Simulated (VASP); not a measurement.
# HfNbSe4 (P-6m2) in VASP: notebook

Runs on HfNbSe4. Level: PBE. Tasks: single point, relaxation of cell and atoms.

Everything below comes from runs of VASP 6.6.1. Logs are shortened: lines on timing, memory, paths and dates and some standing lists are left out, and cuts for length are marked.

### Step 1. The cell of the first run

The structure is hexagonal, space group P-6m2 (No. 187). Conventional cell: a = 6.053 Å, b = 6.053 Å, c = 4.905 Å, α = 90.00°, β = 90.00°, γ = 120.00°. Within 4.6 Å of Hf (site symmetry -6m2) lie 3 Nb at 3.49 Å and 15 Se at 3.49 to 3.90 Å. Within 4.0 Å of Nb (site symmetry -6m2) lie 9 Se at 3.02 to 3.49 Å and 3 Hf at 3.49 Å. Within 4.0 Å of Se (site symmetry -6m2) lie 6 Se at 3.01 Å and 3 Hf at 3.49 Å and 3 Nb at 3.49 Å. Within 4.0 Å of Se (site symmetry mm2) lie 6 Se at 3.01 to 3.04 Å and 2 Nb at 3.02 Å and 4 Hf at 3.90 Å.

### Step 2. Single point, PBE

The input, INCAR:

```
SYSTEM = HfNbSe4
ALGO     = Normal         ! electronic algorithm
EDIFF    = 1E-6           ! SCF threshold, eV
ENCUT    = 520            ! plane-wave cutoff, eV
GGA      = PE             ! functional
ISIF     = 2              ! what is computed and relaxed
ISMEAR   = 0              ! smearing method
LASPH    = .TRUE.         ! aspherical terms in the spheres
LCHARG   = .TRUE.         ! write CHGCAR
LELF     = .TRUE.         ! ELF
LREAL    = .FALSE.        ! projectors in reciprocal space
LVHAR    = .TRUE.       
LWAVE    = .FALSE.        ! write WAVECAR
NBANDS   = 32             ! bands
NELM     = 100            ! most SCF steps
PREC     = Accurate       ! precision mode
SIGMA    = 0.1            ! smearing width, eV
```

The input, KPOINTS:

```
k-points
0
G
  3 3 4
  0 0 0
```

The input, POSCAR:

```
HfNbSe4
1.0
    6.0528219000      0.0000000000      0.0000000000
   -3.0264109500      5.2418975300      0.0000000000
    0.0000000000      0.0000000000      4.9048989200
Hf Nb Se
1 1 4
Direct
    0.3333333300      0.6666666700      0.0000000000
    0.6666666700      0.3333333300      0.0000000000
    0.0000000000      0.0000000000      0.0000000000
    0.3316383300      0.1658191600      0.5000000000
    0.8341808400      0.1658191600      0.5000000000
    0.8341808400      0.6683616700      0.5000000000
```

Potentials or basis: VASP PAW PBE potentials, release 64 (Hf_pv, Nb_sv, Se).

Run with:

```
$ cat potpaw_PBE.64/Hf_pv/POTCAR potpaw_PBE.64/Nb_sv/POTCAR potpaw_PBE.64/Se/POTCAR > POTCAR
$ mpirun -np 1 vasp_std > vasp.out
```

OUTCAR:

```text
SYSTEM = HfNbSe4
   EDIFF = 1E-6
   ENCUT = 520
   GGA = PE
   ISIF = 2
   ISMEAR = 0
   LASPH = .TRUE.
   LREAL = .FALSE.
   NELM = 100
   PREC = Accurate

 ion  position               nearest neighbor table
   1  0.333  0.667  0.000-
   2  0.667  0.333  0.000-
   3  0.000  0.000  0.000-
   4  0.332  0.166  0.500-
   5  0.834  0.166  0.500-
   6  0.834  0.668  0.500-

  LATTYP: Found a hexagonal cell.
 ALAT       =     6.0528219000
 C/A-ratio  =     0.8103491233

  Lattice vectors:

 A1 = (   6.0528219000,   0.0000000000,   0.0000000000)
 A2 = (  -3.0264109500,   5.2418975300,   0.0000000000)
 A3 = (   0.0000000000,   0.0000000000,   4.9048989200)

Analysis of symmetry for initial positions (statically):
=====================================================================
 Subroutine PRICEL returns:
 Original cell was already a primitive cell.

 Routine SETGRP: Setting up the symmetry group for a
 hexagonal supercell.

 Subroutine GETGRP returns: Found 12 space group operations
 (whereof 12 operations were pure point group operations)
 out of a pool of 24 trial point group operations.

The static configuration has the point symmetry D_3h.

Analysis of symmetry for dynamics (positions and initial velocities):
=====================================================================
 Subroutine PRICEL returns:
 Original cell was already a primitive cell.

 Routine SETGRP: Setting up the symmetry group for a
 hexagonal supercell.

 Subroutine GETGRP returns: Found 12 space group operations
 (whereof 12 operations were pure point group operations)
 out of a pool of 24 trial point group operations.

The dynamic configuration has the point symmetry D_3h.

 Subroutine INISYM returns: Found 12 space group operations
 (whereof 12 operations are pure point group operations),
 and found     1 'primitive' translations

----------------------------------------------------------------------------------------

                                     Primitive cell

  volume of cell :     155.6240

  direct lattice vectors                    reciprocal lattice vectors
     6.052821900  0.000000000  0.000000000     0.165212196  0.095385306  0.000000000
    -3.026410950  5.241897530  0.000000000     0.000000000  0.190770612  0.000000000
     0.000000000  0.000000000  4.904898920     0.000000000  0.000000000  0.203877800

  length of vectors
     6.052821900  6.052821900  4.904898920     0.190770612  0.190770612  0.203877800

  position of ions in fractional coordinates (direct lattice)
     0.333333330  0.666666670  0.000000000
     0.666666670  0.333333330  0.000000000
     0.000000000  0.000000000  0.000000000
     0.331638330  0.165819160  0.500000000
     0.834180840  0.165819160  0.500000000
     0.834180840  0.668361670  0.500000000

  ion indices of the primitive-cell ions
   primitive index   ion index
                 1           1
                 2           2
                 3           3
                 4           4
                 5           5
                 6           6

----------------------------------------------------------------------------------------

 KPOINTS: k-points

Automatic generation of k-mesh.
 Grid dimensions read from file:
 generate k-points for:    3    3    4

 Generating k-lattice:

  Cartesian coordinates                     Fractional coordinates (reciprocal lattice)
     0.055070732  0.031795102  0.000000000     0.333333333  0.000000000  0.000000000
     0.000000000  0.063590204  0.000000000     0.000000000  0.333333333  0.000000000
     0.000000000  0.000000000  0.050969450     0.000000000  0.000000000  0.250000000

  Length of vectors
     0.063590204  0.063590204  0.050969450

  Shift w.r.t. Gamma in fractional coordinates (k-lattice)
     0.000000000  0.000000000  0.000000000

 Subroutine IBZKPT returns following result:
 ===========================================

 Found      9 irreducible k-points:

 Following reciprocal coordinates:
            Coordinates               Weight
  0.000000  0.000000  0.000000      1.000000
  0.333333  0.000000  0.000000      6.000000
  0.333333  0.333333  0.000000      2.000000
  0.000000  0.000000  0.250000      2.000000
  0.333333  0.000000  0.250000     12.000000
  0.333333  0.333333  0.250000      4.000000
  0.000000  0.000000  0.500000      1.000000
  0.333333  0.000000  0.500000      6.000000
  0.333333  0.333333  0.500000      2.000000
   k-points           NKPTS =      9   k-points in BZ     NKDIM =      9   number of bands    NBANDS=     32
   number of dos      NEDOS =    301   number of ions     NIONS =      6
   total plane-waves  NPLWV =  82944
   dimension x,y,z NGX =    48 NGY =   48 NGZ =   36
   dimension x,y,z NGXF=    96 NGYF=   96 NGZF=   72
   ions per type =               1   1   4
   NGX,Y,Z   is equivalent  to a cutoff of  13.18, 13.18, 12.20 a.u.
   NGXF,Y,Z  is equivalent  to a cutoff of  26.37, 26.37, 24.40 a.u.
 SYSTEM =  HfNbSe4
   PREC   = accura    normal or accurate (medium, high low for compatibility)
   ISTART =      0    job   : 0-new  1-cont  2-samecut
   ICHARG =      2    charge: 1-file 2-atom 10-const
   ISPIN  =      1    spin polarized calculation?
   LNONCOLLINEAR =      F non collinear calculations
   LSORBIT =      F    spin-orbit coupling
   LASPH  =      T    aspherical Exc in radial PAW
   ENCUT  =  520.0 eV  38.22 Ry    6.18 a.u.  11.25 11.25  9.12*2*pi/ulx,y,z
   NELM   =    100;   NELMIN=  2; NELMDL= -5     # of ELM steps
   EDIFF  = 0.1E-05   stopping-criterion for ELM
   LREAL  =      F    real-space projection
[... 7 lines left out ...]
   TEBEG  =    0.0;   TEEND  =   0.0 temperature during run
   PSTRESS=    0.0 pullay stress
   NELECT =      47.0000    total number of electrons
   NUPDOWN=      -1.0000    fix difference up-down
   EMIN   =  10.00;   EMAX   =-10.00  energy-range for DOS
   EFERMI =   0.00;   METHOD = LEGACY
   ISMEAR =     0;   SIGMA  =   0.10  broadening in eV -4-tet -1-fermi 0-gaus
   EFERMI_NEDOS =   21; number of points for ismear=-14 and -15
   IALGO  =     38    algorithm
   IMIX   =      4    mixing-type and parameters
     AMIX     =   0.40;   BMIX     =  1.00
     AMIX_MAG =   1.60;   BMIX_MAG =  1.00
  volume/ion in A,a.u.               =      25.94       175.03
  Fermi-wavevector in a.u.,A,eV,Ry     =   1.098370  2.075618 16.414292  1.206416
  Thomas-Fermi vector in A             =   2.234746
   LORBIT       =      0    0 simple, 1 ext, 2 COOP (PROOUT), +10 PAW based schemes
   GGA     = PE    functional components
   LHFCALC =     F    Hartree Fock is set to
   AEXX    =    0.0000 exact exchange contribution
   IVDW    =     0    specifies the selected vdW correction
   LEPSILON=     F    determine dielectric tensor
   LRPA    =     F    only Hartree local field effects (RPA)
 non-spin polarized calculation
 Gauss-broadening in eV      SIGMA  =   0.10
  energy-cutoff  :      520.00
  volume of cell :      155.62
 maximum number of plane-waves:      4231
 NGX is ok and might be reduce to    48
   NGX = 23   NGY = 23   NGZ = 19

 number of electron      47.0000005 magnetization

 Free energy of the ion-electron system (eV)
  ---------------------------------------------------
  ext. energy  EPLUGINS =         0.00000000
  ---------------------------------------------------
  free energy    TOTEN  =       -29.97198039 eV

  energy without entropy =      -29.92693755  energy(sigma->0) =      -29.94945897

 E-fermi :   4.4669     XC(G=0):  -9.8260

 val. band max:        4.4488120647   @ k =   0.0000   0.0000   0.2500
 cond. band min:       4.4966807151   @ k =   0.3333   0.3333   0.0000
 fundamental gap:      0.0478686504
 Fermi energy:         4.4669228521

 k-point     1 :       0.0000    0.0000    0.0000
  band No.  band energies     occupation
      1     -51.1199      2.00000
      2     -28.5882      2.00000
      3     -28.1822      2.00000
      4     -28.1822      2.00000
      5     -27.1391      2.00000
      6     -27.0903      2.00000
[... 24 lines left out ...]
     31       6.6670      0.00000
     32       6.6675      0.00000

 k-point     2 :       0.3333    0.0000    0.0000
  band No.  band energies     occupation
      1     -51.1199      2.00000
      2     -28.5881      2.00000
      3     -28.1826      2.00000
      4     -28.1814      2.00000
      5     -27.1391      2.00000
      6     -27.0915      2.00000
[... 24 lines left out ...]
     31       6.3322      0.00000
     32       6.4868      0.00000

 k-point     3 :       0.3333    0.3333    0.0000
  band No.  band energies     occupation
      1     -51.1199      2.00000
      2     -28.5881      2.00000
      3     -28.1831      2.00000
      4     -28.1807      2.00000
      5     -27.1391      2.00000
      6     -27.0923      2.00000
[... 24 lines left out ...]
     31       6.5294      0.00000
     32       6.6165      0.00000

 k-point     4 :       0.0000    0.0000    0.2500
  band No.  band energies     occupation
      1     -51.1199      2.00000
      2     -28.5890      2.00000
      3     -28.1822      2.00000
      4     -28.1822      2.00000
      5     -27.1416      2.00000
      6     -27.0901      2.00000
[... 24 lines left out ...]
     31       6.5229      0.00000
     32       6.7849      0.00000

 k-point     5 :       0.3333    0.0000    0.2500
  band No.  band energies     occupation
      1     -51.1199      2.00000
      2     -28.5889      2.00000
      3     -28.1825      2.00000
      4     -28.1813      2.00000
      5     -27.1416      2.00000
      6     -27.0912      2.00000
[... 24 lines left out ...]
     31       6.1441      0.00000
     32       6.3661      0.00000

 k-point     6 :       0.3333    0.3333    0.2500
  band No.  band energies     occupation
      1     -51.1199      2.00000
      2     -28.5889      2.00000
      3     -28.1830      2.00000
      4     -28.1806      2.00000
      5     -27.1416      2.00000
      6     -27.0920      2.00000
[... 24 lines left out ...]
     31       6.5744      0.00000
     32       6.7904      0.00000

 k-point     7 :       0.0000    0.0000    0.5000
  band No.  band energies     occupation
      1     -51.1198      2.00000
      2     -28.5898      2.00000
      3     -28.1821      2.00000
      4     -28.1821      2.00000
      5     -27.1441      2.00000
      6     -27.0898      2.00000
[... 24 lines left out ...]
     31       6.4048      0.00000
     32       6.5179      0.00000

 k-point     8 :       0.3333    0.0000    0.5000
  band No.  band energies     occupation
      1     -51.1198      2.00000
      2     -28.5897      2.00000
      3     -28.1825      2.00000
      4     -28.1813      2.00000
      5     -27.1441      2.00000
      6     -27.0910      2.00000
[... 24 lines left out ...]
     31       6.3234      0.00000
     32       6.5496      0.00000

 k-point     9 :       0.3333    0.3333    0.5000
  band No.  band energies     occupation
      1     -51.1198      2.00000
      2     -28.5897      2.00000
      3     -28.1829      2.00000
      4     -28.1806      2.00000
      5     -27.1442      2.00000
      6     -27.0917      2.00000
[... 24 lines left out ...]
     31       6.3544      0.00000
     32       6.5561      0.00000

------------------------ aborting loop because EDIFF is reached ----------------------------------------

  FORCE on cell =-STRESS in cart. coord.  units (eV):
  Direction    XX          YY          ZZ          XY          YZ          ZX
  --------------------------------------------------------------------------------------
  -------------------------------------------------------------------------------------
  Total      -12.1273714    -12.1273714     -8.7254887      0.0000000      0.0000000      0.0000000
  in kB     -124.8535155   -124.8535155    -89.8305084      0.0000000      0.0000000      0.0000000
  external PRESSURE =    -113.1791798 kB  Pullay stress =       0.0000000 kB

 VOLUME and BASIS-vectors are now :
 -----------------------------------------------------------------------------
  energy-cutoff  :      520.00
  volume of cell :      155.62
      direct lattice vectors                 reciprocal lattice vectors
     6.052821900  0.000000000  0.000000000     0.165212196  0.095385306  0.000000000
    -3.026410950  5.241897530  0.000000000     0.000000000  0.190770612  0.000000000
     0.000000000  0.000000000  4.904898920     0.000000000  0.000000000  0.203877800

 POSITION                                       TOTAL-FORCE (eV/Angst)
 -----------------------------------------------------------------------------------
     -0.00000      3.49460      0.00000        -0.000000     -0.000000     -0.000000
      3.02641      1.74730      0.00000        -0.000000     -0.000000     -0.000000
      0.00000      0.00000      0.00000        -0.000000     -0.000000     -0.000000
      1.50551      0.86921      2.45245         0.933219      0.538794      0.000000
      4.54731      0.86921      2.45245        -0.933219      0.538794      0.000000
      3.02641      3.50348      2.45245        -0.000000     -1.077589     -0.000000
 -----------------------------------------------------------------------------------
    total drift:                               -0.000088      0.000051      0.000000

  FREE ENERGIE OF THE ION-ELECTRON SYSTEM (eV)
  ---------------------------------------------------
  free  energy   TOTEN  =       -29.9719803879 eV

  energy  without entropy=      -29.9269375474  energy(sigma->0) =      -29.94945897
```

Run time: 1.9 min. Hardware: 1 thread of Intel Xeon 8259CL, shared host; peak memory 0.29 GiB.

What came out:

```
Free energy   : -29.9720 eV
Pressure      : -11.3 GPa
Largest force : 1.078 eV/Å
```

Forces on the atoms (eV/Å):
```
Hf   0.000  0.000  0.000
Nb   0.000  0.000  0.000
Se   0.000  0.000  0.000
Se   0.933  0.539  0.000
Se  -0.933  0.539  0.000
Se   0.000 -1.078  0.000
```

Caveat: the k points lie up to 0.40 Å⁻¹ apart; spin-orbit coupling is left out, which moves the levels of the heavy elements; forces of over 1 eV/Å act on the atoms, so gaps and moduli don't describe the material at rest.

(Part 1 of 2 ends here.)
